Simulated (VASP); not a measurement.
# Te (P3_121) in VASP: notebook, part 2 of 2

VASP 6.6.1. Earlier steps stand in the parts before.

### 3 Single point, r2SCAN+D3(BJ) (volume scaled by 0.91, then relaxed in part)

Input file POSCAR:

```
Te
1.0
    4.2656850961      0.0000000000      0.0000000000
   -2.1328425481      3.6941916577      0.0000000000
    0.0000000000      0.0000000000      5.9485282065
Te
3
Direct
    0.2803418824      0.0000000000      0.3333333333
    0.0000000000      0.2803418824      0.6666666667
    0.7196581176      0.7196581176      0.0000000000
```

Input file INCAR.step1:

```
SYSTEM = Te
  PREC = Accurate
  ENCUT = 520
  ISMEAR = 0
  SIGMA = 0.02
  LREAL = .FALSE.
  LASPH = .TRUE.
  NELM = 100
  NBANDS = 16
  GGA = PE
  ALGO = Normal
  EDIFF = 1E-4
  LWAVE = .TRUE.
  LCHARG = .FALSE.
```

Input file INCAR.step2:

```
SYSTEM = Te
  PREC = Accurate
  ENCUT = 520
  EDIFF = 1E-6
  ISMEAR = 0
  SIGMA = 0.02
  LREAL = .FALSE.
  LASPH = .TRUE.
  NELM = 100
  ALGO = Normal
  ISIF = 2
  LWAVE = .FALSE.
  LCHARG = .FALSE.
  METAGGA = R2SCAN
  LMIXTAU = .TRUE.
  IVDW = 12
  VDW_S6 = 1.0
  VDW_S8 = 0.78981345
  VDW_A1 = 0.49484001
  VDW_A2 = 5.73083694
  NBANDS = 16
  ISTART = 1
```

Input file KPOINTS:

```
regular mesh
0
G
  9 9 6
  0 0 0
```

Potentials or basis: VASP PAW PBE potentials, release 64 (Te).

Launch:

```sh
$ cat potpaw_PBE.64/Te/POTCAR > POTCAR
$ cp INCAR.step1 INCAR
$ mpirun -np 1 vasp_std > vasp.out
$ cp INCAR.step2 INCAR
$ mpirun -np 1 vasp_std > vasp.out
```

OUTCAR:

```text
SYSTEM = Te
   PREC = Accurate
   ENCUT = 520
   EDIFF = 1E-6
   ISMEAR = 0
   LREAL = .FALSE.
   LASPH = .TRUE.
   NELM = 100
   ISIF = 2
   METAGGA = R2SCAN
   IVDW = 12
   ISTART = 1
 IVDW          = 12

 ion  position               nearest neighbor table
   1  0.280  0.000  0.333-   3 2.87   2 2.87   3 3.33   3 3.33   2 3.33   2 3.33
   2  0.000  0.280  0.667-   3 2.87   1 2.87   3 3.33   3 3.33   1 3.33   1 3.33
   3  0.720  0.720  0.000-   2 2.87   1 2.87   1 3.33   2 3.33   2 3.33   1 3.33

  LATTYP: Found a hexagonal cell.
 ALAT       =     4.2656850961
 C/A-ratio  =     1.3945071126

  Lattice vectors:

 A1 = (   4.2656850961,   0.0000000000,   0.0000000000)
 A2 = (  -2.1328425481,   3.6941916577,   0.0000000000)
 A3 = (   0.0000000000,   0.0000000000,   5.9485282065)

Analysis of symmetry for initial positions (statically):
=====================================================================
 Subroutine PRICEL returns:
 Original cell was already a primitive cell.

 Routine SETGRP: Setting up the symmetry group for a
 hexagonal supercell.

 Subroutine GETGRP returns: Found  6 space group operations
 (whereof  2 operations were pure point group operations)
 out of a pool of 24 trial point group operations.

The static configuration has the point symmetry C_2 .
 The point group associated with its full space group is D_3 .

Analysis of symmetry for dynamics (positions and initial velocities):
=====================================================================
 Subroutine PRICEL returns:
 Original cell was already a primitive cell.

 Routine SETGRP: Setting up the symmetry group for a
 hexagonal supercell.

 Subroutine GETGRP returns: Found  6 space group operations
 (whereof  2 operations were pure point group operations)
 out of a pool of 24 trial point group operations.

The dynamic configuration has the point symmetry C_2 .
 The point group associated with its full space group is D_3 .

 Subroutine INISYM returns: Found  6 space group operations
 (whereof  2 operations are pure point group operations),
 and found     1 'primitive' translations

[... 121 lines left out ...]
   METAGGA = R2SCAN    functional components
   LHFCALC =     F    Hartree Fock is set to
   AEXX    =    0.0000 exact exchange contribution
   IVDW    =    12    specifies the selected vdW correction
   LEPSILON=     F    determine dielectric tensor
   LRPA    =     F    only Hartree local field effects (RPA)
 non-spin polarized calculation
 Gauss-broadening in eV      SIGMA  =   0.02
  energy-cutoff  :      520.00
  volume of cell :       93.74
 maximum number of plane-waves:      2562
   NGX = 15   NGY = 15   NGZ = 23

 number of electron      18.0000000 magnetization

 Free energy of the ion-electron system (eV)
  ---------------------------------------------------
  ext. energy  EPLUGINS =         0.00000000
  ---------------------------------------------------
  free energy    TOTEN  =       -76.10914288 eV

  energy without entropy =      -76.10914255  energy(sigma->0) =      -76.10914272

 E-fermi :   6.9726     XC(G=0):  -9.9128

 val. band max:        6.9224171435   @ k =   0.3333   0.3333   0.5000
 cond. band min:       7.0202246322   @ k =   0.3333   0.3333   0.5000
 fundamental gap:      0.0978074887
 Fermi energy:         6.9726412790

 k-point     1 :       0.0000    0.0000    0.0000
  band No.  band energies     occupation
      1      -7.8087      2.00000
      2      -4.0880      2.00000
      3      -4.0880      2.00000
      4       3.6985      2.00000
      5       4.1796      2.00000
      6       4.1796      2.00000
[... 433 lines left out ...]
      3      -3.2670      2.00000
      4       1.4025      2.00000
      5       2.0065      2.00000
      6       3.1779      2.00000
[... 8 lines left out ...]
     15      14.4471      0.00000
     16      15.4216      0.00000

 [... further k-points ...]

------------------------ aborting loop because EDIFF is reached ----------------------------------------

 Edisp (eV)   -0.65956

 E8    (eV) :    -0.2376

  FORCE on cell =-STRESS in cart. coord.  units (eV):
  Direction    XX          YY          ZZ          XY          YZ          ZX
  --------------------------------------------------------------------------------------
  -------------------------------------------------------------------------------------
  Total       1.60616     1.60616     1.63614    -0.00000     0.00000     0.00000
  in kB      27.45247    27.45247    27.96487    -0.00000     0.00000     0.00000
  external pressure =       27.62 kB  Pullay stress =        0.00 kB

 VOLUME and BASIS-vectors are now :
 -----------------------------------------------------------------------------
  energy-cutoff  :      520.00
  volume of cell :       93.74
      direct lattice vectors                 reciprocal lattice vectors
     4.265685096  0.000000000  0.000000000     0.234428932  0.135347607  0.000000000
    -2.132842548  3.694191658  0.000000000     0.000000000  0.270695214  0.000000000
     0.000000000  0.000000000  5.948528206     0.000000000  0.000000000  0.168108810

 POSITION                                       TOTAL-FORCE (eV/Angst)
 -----------------------------------------------------------------------------------
      1.19585      0.00000      1.98284         0.024562     -0.000000     -0.000000
     -0.59793      1.03564      3.96569        -0.012281      0.021271      0.000000
      1.53492      2.65856      0.00000        -0.012281     -0.021271      0.000000
 -----------------------------------------------------------------------------------
    total drift:                                0.000000      0.000000      0.000000

  FREE ENERGIE OF THE ION-ELECTRON SYSTEM (eV)
  ---------------------------------------------------
  free  energy   TOTEN  =       -76.7687061367 eV

  energy  without entropy=      -76.7687058056  energy(sigma->0) =      -76.76870597
```

OSZICAR.step1:

```text
N       E                     dE             d eps       ncg     rms          rms(c)
DAV:   1     0.734864483979E+02    0.73486E+02   -0.66356E+03  1984   0.909E+02
DAV:   2    -0.471149925395E+01   -0.78198E+02   -0.73983E+02  2664   0.138E+02
DAV:   3    -0.924817175644E+01   -0.45367E+01   -0.45140E+01  2368   0.370E+01
DAV:   4    -0.932341685623E+01   -0.75245E-01   -0.75234E-01  2944   0.556E+00
DAV:   5    -0.932488270996E+01   -0.14659E-02   -0.14658E-02  2472   0.693E-01    0.138E+01
DAV:   6    -0.931621485807E+01    0.86679E-02   -0.12729E-02  2760   0.689E-01    0.865E+00
DAV:   7    -0.931649611059E+01   -0.28125E-03   -0.25453E-02  2472   0.986E-01    0.261E-01
DAV:   8    -0.931612092114E+01    0.37519E-03   -0.42940E-03  2384   0.366E-01    0.130E-01
DAV:   9    -0.931614191190E+01   -0.20991E-04   -0.11893E-04  2256   0.720E-02
   1 F= -.93161419E+01 E0= -.93160934E+01  d E =-.970981E-04
```

Wall time 3.7 min (1 thread of Intel Xeon Platinum 8259CL at 2.50GHz (Skylake/Cascade Lake), shared host); peak memory 0.27 GiB.

Results:

```yaml
Free_energy: -76.7687 eV
Pressure: 2.8 GPa
Largest_force: 0.025 eV/Å
Band_gap_on_the_k_mesh: 0.10 eV, direct
Dispersion_energy_per_atom: -0.220 eV
```

Forces on the atoms (eV/Å):
```
Te   0.025  0.000  0.000
Te  -0.012  0.021  0.000
Te  -0.012 -0.021  0.000
```

Caveat: the PAW data sets were made with another functional, which shifts forces and pressure a little; spin-orbit coupling is left out, which moves the levels of the heavy elements.

### 4 Single point, r2SCAN+D3(BJ) (volume scaled by 0.94, then relaxed in part)

Input file POSCAR:

```
Te
1.0
    4.3367956324      0.0000000000      0.0000000000
   -2.1683978162      3.7557751886      0.0000000000
    0.0000000000      0.0000000000      5.9447782021
Te
3
Direct
    0.2747245474      0.0000000000      0.3333333333
    0.0000000000      0.2747245474      0.6666666667
    0.7252754526      0.7252754526      0.0000000000
```

Input file INCAR.step1:

```
SYSTEM = Te
PREC = Accurate ; ENCUT = 520
ISMEAR = 0 ; SIGMA = 0.02
LREAL = .FALSE. ; LASPH = .TRUE.
NELM = 60 ; NBANDS = 16
GGA = PE ; ALGO = Normal
EDIFF = 1E-4 ; LWAVE = .TRUE.
LCHARG = .FALSE.
```

Input file INCAR.step2:

```
SYSTEM = Te
PREC = Accurate ; ENCUT = 520
EDIFF = 1E-6 ; ISMEAR = 0
SIGMA = 0.02 ; LREAL = .FALSE.
LASPH = .TRUE. ; NELM = 60
ALGO = Normal ; ISIF = 2
LWAVE = .FALSE. ; LCHARG = .FALSE.
METAGGA = R2SCAN ; LMIXTAU = .TRUE.
IVDW = 12 ; VDW_S6 = 1.0
VDW_S8 = 0.78981345 ; VDW_A1 = 0.49484001
VDW_A2 = 5.73083694 ; NBANDS = 16
ISTART = 1
```

Input file KPOINTS:

```
Automatic mesh
0
G
  9 9 6
  0 0 0
```

Launch:

```sh
$ cat potpaw_PBE.64/Te/POTCAR > POTCAR
$ cp INCAR.step1 INCAR
$ mpirun -np 1 vasp_std > vasp.out
$ cp INCAR.step2 INCAR
$ mpirun -np 1 vasp_std > vasp.out
```

Wall time 3.3 min (1 thread of Intel Xeon Platinum 8259CL at 2.50GHz (Skylake/Cascade Lake), shared host); peak memory 0.27 GiB.

The run converged. Its results:

- Free energy: -76.8083 eV
- Pressure: 1.6 GPa
- Largest force: 0.024 eV/Å
- Band gap on the k mesh: 0.18 eV, direct
- Dispersion energy per atom: -0.213 eV

Forces in eV/Å, atoms in the order of the input:
```
Te   0.024  0.000  0.000
Te  -0.012  0.021  0.000
Te  -0.012 -0.021  0.000
```

Levels at points of the mesh, in eV from the valence-band top:
```csv
k point,band 5,band 6,band 7,band 8,band 9,band 10,band 11,band 12,band 13,band 14
"(0.00, 0.00, 0.00)",-2.80,-2.80,-1.80,-1.80,-1.06,1.09,1.09,1.87,5.23,5.23
"(0.00, 0.00, 0.50)",-2.87,-2.87,-1.49,-1.02,-1.02,0.43,0.68,0.68,4.12,5.56
```

Caveat: the PAW data sets were made with another functional, which shifts forces and pressure a little; spin-orbit coupling is left out, which moves the levels of the heavy elements.

### 5 The runs side by side

```tsv
cell	gap on the mesh (eV)	pressure (GPa)	largest force (eV/Å)
a = 4.195, b = 4.195, c = 5.948 Å, angles 90.0, 90.0, 120.0°, 3 atoms	0.03	4.3	0.02
a = 4.266, b = 4.266, c = 5.949 Å, angles 90.0, 90.0, 120.0°, 3 atoms	0.10	2.8	0.02
a = 4.337, b = 4.337, c = 5.945 Å, angles 90.0, 90.0, 120.0°, 3 atoms	0.18	1.6	0.02
```

Alike in all rows: task single point; level r2SCAN+D3(BJ); potentials or basis VASP PAW PBE potentials, release 64 (Te); no spin polarisation; k mesh 9 × 9 × 6; cutoff (eV) 520; smearing gaussian 0.02 eV.

Caveats: the PAW data sets were made with another functional, which shifts forces and pressure a little; spin-orbit coupling is left out, which moves the levels of the heavy elements.

Absolute energies hang on the potentials; compare differences alone.
